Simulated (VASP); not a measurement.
# SiC6 in VASP: a series of runs, part 2 of 2

VASP 6.6.1.

### 4 Single point, PBE

This run uses another cell than the first one, of 9.83 Å³/atom.

The input, INCAR:

```
SYSTEM = SiC6
ALGO     = Normal         ! electronic algorithm
EDIFF    = 1E-6           ! SCF threshold, eV
ENCUT    = 520            ! plane-wave cutoff, eV
GGA      = PE             ! functional
ISIF     = 2              ! what is computed and relaxed
ISMEAR   = 0              ! smearing method
LASPH    = .True.         ! aspherical terms in the spheres
LCHARG   = .True.         ! write CHGCAR
LELF     = .True.         ! ELF
LREAL    = .False.        ! projectors in reciprocal space
LVHAR    = .True.       
LWAVE    = .False.        ! write WAVECAR
NBANDS   = 41             ! bands
NELM     = 80             ! most SCF steps
PREC     = Accurate       ! precision mode
SIGMA    = 0.1            ! smearing width, eV
```

The input, KPOINTS:

```
k-points
0
Gamma
  6 7 7
  0 0 0
```

The input, POSCAR:

```
SiC6
1.0
    5.3556220000     -0.0127490000      0.5081680000
   -0.0009100000      4.9319560000     -0.1206650000
    0.5167690000     -0.1290200000      5.2624680000
Si C
2 12
Direct
    0.4971967714      0.0732746951      0.6667590124
    0.1385187244      0.7135994015      0.0418542836
    0.7831709217      0.9356696092      0.4510553457
    0.6520741739      0.8222916015      0.0271857445
    0.3900976936      0.2625036885      0.0713880324
    0.4085206344      0.9569820405      0.0206885456
    0.7322001704      0.5920936034      0.8551751724
    0.0058782658      0.9027747696      0.5810521093
    0.0080168542      0.6197957376      0.7007966990
    0.8280322482      0.8751915667      0.1911201201
    0.1725087384      0.1131914522      0.5872799460
    0.1211082175      0.3914272735      0.5056771497
    0.2157636443      0.4360378058      0.2469232819
    0.5709919017      0.3685532598      0.8585819890
```

Potentials or basis: VASP PAW PBE potentials, release 64 (Si, C).

On the command line:

```sh
> cat potpaw_PBE.64/Si/POTCAR potpaw_PBE.64/C/POTCAR > POTCAR
> mpirun -np 1 vasp_std > vasp.out
```

OUTCAR:

```text
SYSTEM = SiC6
   EDIFF = 1E-6
   ENCUT = 520
   GGA = PE
   ISIF = 2
   ISMEAR = 0
   LASPH = .True.
   LREAL = .False.
   NELM = 80
   PREC = Accurate

 ion  position               nearest neighbor table
   1  0.497  0.073  0.667-  14 1.82   3 1.84  11 1.89   6 1.95   5 2.26   4 2.59   2 3.11
   2  0.139  0.714  0.042-  10 1.87   6 1.87  13 1.88   9 2.09   1 3.11
   3  0.783  0.936  0.451-  10 1.37   8 1.50   1 1.84
   4  0.652  0.822  0.027-  10 1.42   7 1.43   6 1.48   1 2.59
   5  0.390  0.263  0.071-  13 1.44  14 1.46   6 1.52   1 2.26
   6  0.409  0.957  0.021-   4 1.48   5 1.52   2 1.87   1 1.95
   7  0.732  0.592  0.855-  14 1.40   4 1.43   9 1.56
   8  0.006  0.903  0.581-  11 1.37   3 1.50   9 1.56
   9  0.008  0.620  0.701-  12 1.54   7 1.56   8 1.56   2 2.09
  10  0.828  0.875  0.191-   3 1.37   4 1.42   2 1.87
  11  0.173  0.113  0.587-   8 1.37  12 1.50   1 1.89
  12  0.121  0.391  0.506-  13 1.39  11 1.50   9 1.54
  13  0.216  0.436  0.247-  12 1.39   5 1.44   2 1.88
  14  0.571  0.369  0.859-   7 1.40   5 1.46   1 1.82

  LATTYP: Found a triclinic cell.
 ALAT       =     5.2893540069
 B/A-ratio  =     1.8421932770
 C/A-ratio  =     1.2826979194
 COS(alpha) =     0.0027060991
 COS(beta)  =     0.6279202100
 COS(gamma) =     0.6731247687

  Lattice vectors:

 A1 = (  -0.5167690000,   0.1290200000,  -5.2624680000)
 A2 = (  -5.8733010000,   5.0737250000,  -5.8913010000)
 A3 = (   4.8388530000,   0.1162710000,  -4.7543000000)

Analysis of symmetry for initial positions (statically):
=====================================================================
 Subroutine PRICEL returns:
 Original cell was already a primitive cell.

 Routine SETGRP: Setting up the symmetry group for a
 triclinic supercell.

 Subroutine GETGRP returns: Found  1 space group operations
 (whereof  1 operations were pure point group operations)
 out of a pool of  2 trial point group operations.

The static configuration has the point symmetry C_1 .

Analysis of symmetry for dynamics (positions and initial velocities):
=====================================================================
 Subroutine PRICEL returns:
 Original cell was already a primitive cell.

 Routine SETGRP: Setting up the symmetry group for a
 triclinic supercell.

 Subroutine GETGRP returns: Found  1 space group operations
 (whereof  1 operations were pure point group operations)
 out of a pool of  2 trial point group operations.

The dynamic configuration has the point symmetry C_1 .

 Subroutine INISYM returns: Found  1 space group operations
 (whereof  1 operations are pure point group operations),
 and found     1 'primitive' translations

----------------------------------------------------------------------------------------

                                     Primitive cell

  volume of cell :     137.6235

[... 92 lines left out ...]
  0.166667  0.000000  0.142857      2.000000
 [... further k-points ...]
   k-points           NKPTS =    148   k-points in BZ     NKDIM =    148   number of bands    NBANDS=     41
   number of dos      NEDOS =    301   number of ions     NIONS =     14
   total plane-waves  NPLWV =  64000
   dimension x,y,z NGX =    40 NGY =   40 NGZ =   40
   dimension x,y,z NGXF=    80 NGYF=   80 NGZF=   80
   ions per type =               2  12
   NGX,Y,Z   is equivalent  to a cutoff of  12.36, 13.48, 12.57 a.u.
   NGXF,Y,Z  is equivalent  to a cutoff of  24.72, 26.96, 25.14 a.u.
 SYSTEM =  SiC6
   PREC   = accura    normal or accurate (medium, high low for compatibility)
   ISTART =      0    job   : 0-new  1-cont  2-samecut
   ICHARG =      2    charge: 1-file 2-atom 10-const
   ISPIN  =      1    spin polarized calculation?
   LNONCOLLINEAR =      F non collinear calculations
   LSORBIT =      F    spin-orbit coupling
   LASPH  =      T    aspherical Exc in radial PAW
   ENCUT  =  520.0 eV  38.22 Ry    6.18 a.u.  10.00  9.17  9.83*2*pi/ulx,y,z
   NELM   =     80;   NELMIN=  2; NELMDL= -5     # of ELM steps
   EDIFF  = 0.1E-05   stopping-criterion for ELM
   LREAL  =      F    real-space projection
   EDIFFG = 0.1E-04   stopping-criterion for IOM
   NSW    =      0    number of steps for IOM
   IBRION =     -1    ionic relax: 0-MD 1-quasi-New 2-CG
   NFREE  =      0    steps in history (QN), initial steepest desc. (CG)
   ISIF   =      2    stress and relaxation
   ISYM   =      2    0-nonsym 1-usesym 2-fastsym
   POTIM  = 0.5000    time-step for ionic-motion
   TEBEG  =    0.0;   TEEND  =   0.0 temperature during run
   PSTRESS=    0.0 pullay stress
   NELECT =      56.0000    total number of electrons
   NUPDOWN=      -1.0000    fix difference up-down
   EMIN   =  10.00;   EMAX   =-10.00  energy-range for DOS
   EFERMI =   0.00;   METHOD = LEGACY
   ISMEAR =     0;   SIGMA  =   0.10  broadening in eV -4-tet -1-fermi 0-gaus
   EFERMI_NEDOS =   21; number of points for ismear=-14 and -15
   IALGO  =     38    algorithm
   IMIX   =      4    mixing-type and parameters
     AMIX     =   0.40;   BMIX     =  1.00
     AMIX_MAG =   1.60;   BMIX_MAG =  1.00
  volume/ion in A,a.u.               =       9.83        66.34
  Fermi-wavevector in a.u.,A,eV,Ry     =   1.213128  2.292480 20.023420  1.471680
  Thomas-Fermi vector in A             =   2.348590
   LORBIT       =      0    0 simple, 1 ext, 2 COOP (PROOUT), +10 PAW based schemes
   GGA     = PE    functional components
   LHFCALC =     F    Hartree Fock is set to
   AEXX    =    0.0000 exact exchange contribution
   IVDW    =     0    specifies the selected vdW correction
   LEPSILON=     F    determine dielectric tensor
   LRPA    =     F    only Hartree local field effects (RPA)
 non-spin polarized calculation
 Gauss-broadening in eV      SIGMA  =   0.10
  energy-cutoff  :      520.00
  volume of cell :      137.62
 maximum number of plane-waves:      3733
   NGX = 21   NGY = 19   NGZ = 19

 number of electron      56.0000002 magnetization

 Free energy of the ion-electron system (eV)
  ---------------------------------------------------
  ext. energy  EPLUGINS =         0.00000000
  ---------------------------------------------------
  free energy    TOTEN  =      -112.79200753 eV

  energy without entropy =     -112.78319186  energy(sigma->0) =     -112.78759969

 E-fermi :   5.6645     XC(G=0): -10.3588

 val. band max:        5.6542141663   @ k =   0.3333  -0.4286   0.2857
 cond. band min:       5.6726740616   @ k =  -0.0000   0.4286   0.1429
 fundamental gap:      0.0184598954
 Fermi energy:         5.6644993732

 k-point     1 :       0.0000    0.0000    0.0000
  band No.  band energies     occupation
      1     -13.1525      2.00000
      2     -11.1343      2.00000
      3     -10.6819      2.00000
      4      -9.4466      2.00000
      5      -8.6151      2.00000
      6      -7.8574      2.00000
[... 1021 lines left out ...]
     39      12.6561      0.00000
     40      12.8132      0.00000

 [... further k-points ...]

 [bands above 40 left out]

------------------------ aborting loop because EDIFF is reached ----------------------------------------

  FORCE on cell =-STRESS in cart. coord.  units (eV):
  Direction    XX          YY          ZZ          XY          YZ          ZX
  --------------------------------------------------------------------------------------
  -------------------------------------------------------------------------------------
  Total        0.3546705      0.3718692      0.1066294      0.0325571      0.0459583      0.0441571
  in kB        4.1289831      4.3292066      1.2413527      0.3790220      0.5350348      0.5140653
  external PRESSURE =       3.2331808 kB  Pullay stress =       0.0000000 kB

 VOLUME and BASIS-vectors are now :
 -----------------------------------------------------------------------------
  energy-cutoff  :      520.00
  volume of cell :      137.62
      direct lattice vectors                 reciprocal lattice vectors
     5.355622000 -0.012749000  0.508168000     0.188475796 -0.000418294 -0.018518387
    -0.000910000  4.931956000 -0.120665000     0.000011098  0.202880981  0.004972946
     0.516769000 -0.129020000  5.262468000    -0.018199831  0.004692323  0.191927155

 POSITION                                       TOTAL-FORCE (eV/Angst)
 -----------------------------------------------------------------------------------
      3.00729      0.26902      3.75262        -0.010805      0.007795      0.021969
      0.76283      3.51227      0.20454        -0.070650     -0.032705     -0.014547
      4.42661      4.54650      2.65874        -0.057630      0.031809      0.023369
      3.50556      4.04369      0.37521        -0.031988      0.025303     -0.044653
      2.12587      1.28047      0.54224         0.033967     -0.010199     -0.031866
      2.19770      4.71192      0.20100         0.008645      0.005016     -0.078185
      4.36278      2.80051      4.80097         0.013934      0.043950      0.027450
      0.33093      4.37740      2.95182         0.002907     -0.039375     -0.017101
      0.40452      2.96629      3.61721         0.034708      0.008407      0.049905
      4.53260      4.28119      1.32094         0.053562     -0.036771      0.033680
      1.22728      0.48029      3.16455         0.023973     -0.010466      0.033555
      0.90957      1.86372      2.67542         0.037498      0.007931     -0.013206
      1.28275      2.11591      1.35646        -0.042709      0.049221      0.008531
      3.50137      1.69963      4.76395         0.004588     -0.049916      0.001097
 -----------------------------------------------------------------------------------
    total drift:                                0.000056      0.000051      0.000273

  FREE ENERGIE OF THE ION-ELECTRON SYSTEM (eV)
  ---------------------------------------------------
  free  energy   TOTEN  =      -112.7920075303 eV

  energy  without entropy=     -112.7831918565  energy(sigma->0) =     -112.78759969
```

Wall time 8.5 min (1 thread of AMD EPYC 9R45 (Zen 5), shared host); peak memory 0.61 GiB.

What came out:

- Free energy: -112.7920 eV
- Pressure: 0.3 GPa
- Largest force: 0.079 eV/Å
- Band gap on the k mesh: zero (bands 28 and 29 overlap by 0.40 eV)

Forces in eV/Å, atoms in the order of the input:
```
Si  -0.011  0.008  0.022
Si  -0.071 -0.033 -0.015
C   -0.058  0.032  0.023
C   -0.032  0.025 -0.045
C    0.034 -0.010 -0.032
C    0.009  0.005 -0.078
C    0.014  0.044  0.027
C    0.003 -0.039 -0.017
C    0.035  0.008  0.050
C    0.054 -0.037  0.034
C    0.024 -0.010  0.034
C    0.037  0.008 -0.013
C   -0.043  0.049  0.009
C    0.005 -0.050  0.001
```

Stress tensor (GPa, compression positive):
```
0.41 0.04 0.05
0.04 0.43 0.05
0.05 0.05 0.12
```

### 5 Overview

```csv
cell,k mesh,smearing,mended,pressure (GPa),largest force (eV/Å)
"a = 5.263, b = 5.133, c = 5.339 Å, angles 87.4, 86.8, 90.8°, 14 atoms, atomic positions A","1 × 1 × 1, shifted",fermi-dirac 0.05 eV,yes,-5.6,2.97
"a = 5.263, b = 5.133, c = 5.339 Å, angles 87.4, 86.8, 90.8°, 14 atoms, atomic positions B","1 × 1 × 1, shifted",fermi-dirac 0.05 eV,yes,-7.1,1.72
"a = 5.380, b = 4.933, c = 5.289 Å, angles 92.8, 79.0, 90.3°, 14 atoms, atomic positions C",6 × 7 × 7,gaussian 0.1 eV,-,0.3,0.08
```

Alike in all rows: task single point; level PBE; potentials or basis VASP PAW PBE potentials, release 64 (Si, C); no spin polarisation; cutoff (eV) 520.

Caveats: the atoms stand as in a frame of molecular dynamics (at least some runs).

Total energies depend on the potentials used, so only differences within one code and one set of settings carry meaning.
